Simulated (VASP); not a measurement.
Input of a VASP 6.6.1 run:

File INCAR:

```
  PREC = Accurate
  ENCUT = 520
  EDIFF = 1E-6
  ISMEAR = -1
  SIGMA = 0.1
  LREAL = F
  LASPH = T
  NELM = 80
  ALGO = Normal
  ISIF = 2
  LWAVE = F
  LCHARG = F
  GGA = CA
  NBANDS = 13
```

The input KPOINTS:

```
Automatic mesh
0
Gamma
  13 13 12
```

POSCAR

```
Mo
1.0
    2.7310687088      0.0000000000      0.0000000000
   -1.3655343544      2.3651748813      0.0000000000
    0.0000000000      0.0000000000      2.4649780810
Mo
1
Direct
    0.0000000000      0.0000000000      0.5000000000
```

Potentials or basis: VASP PAW LDA potentials, release 64 (Mo_sv).

Command:

```console
$ cat potpaw_LDA.64/Mo_sv/POTCAR > POTCAR
$ mpirun -np 1 vasp_std > vasp.out
```

Predict the band gap on the k mesh.

zero (band 7 reaches 12.93 eV, above the bottom of band 8 at 10.99 eV).

Estimate the pressure.

1.1 GPa.

Stress tensor (GPa, compression positive):
```
0.94 0.00 0.00
0.00 0.94 0.00
0.00 0.00 1.38
```
